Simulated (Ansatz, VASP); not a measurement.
# One calculation of ZnSe2, two programs

```xyz
12
Lattice="6.1726 0.0000 0.0000 0.0000 6.1726 0.0000 0.0000 0.0000 6.1726" Properties=species:S:1:pos:R:3 pbc="T T T"
Zn    3.0863    3.0863    0.0000
Zn    3.0863    0.0000    3.0863
Zn    0.0000    3.0863    3.0863
Zn    0.0000    0.0000    0.0000
Se    0.6829    5.4897    2.4034
Se    5.4897    2.4034    0.6829
Se    2.4034    0.6829    5.4897
Se    3.7692    3.7692    3.7692
Se    5.4897    0.6829    3.7692
Se    0.6829    3.7692    5.4897
Se    3.7692    5.4897    0.6829
Se    2.4034    2.4034    2.4034
```

Alike in both runs: task electric field gradients; functional LDA; k mesh 6 × 6 × 6; no spin polarisation.

```csv
,VASP,Ansatz
version,VASP 6.6.1,Ansatz 0.2.0
potentials or method,"VASP PAW LDA potentials, release 64 (Zn, Se), cutoff 520 eV","scalar-relativistic, plane waves, PAW"
occupations,"gaussian, width 0.01 eV",fixed
valence electrons in the cell,96,176
```

VASP gave:

| Quantity | Value |
| --- | --- |
| gap on the k mesh at the Fermi level (eV) | 0.66 |
| least direct gap on the mesh (eV) | 0.71 |
| pressure (GPa) | 0.3 |
| rms of the force components (eV/Å) | 0.013 |
| size of Vzz on the site where it differs most (V/Å²) | 438.5 |

**Question.** What did Ansatz give for the same quantities?

**Answer.** gap on the k mesh at the Fermi level (eV): 0.65; least direct gap on the mesh (eV): 0.71; pressure (GPa): 0.0; rms of the force components (eV/Å): 0.000; size of Vzz on the site where it differs most (V/Å²): 450.5.

LDA's correlation is that of Perdew and Zunger in VASP and of Perdew and Wang (1992) in Ansatz. Atom by atom the forces differ by 0.013 eV/Å (rms over components). VASP's potentials hold 96 valence electrons a cell and Ansatz's 176, so a difference there can come from the potentials and not from the codes.
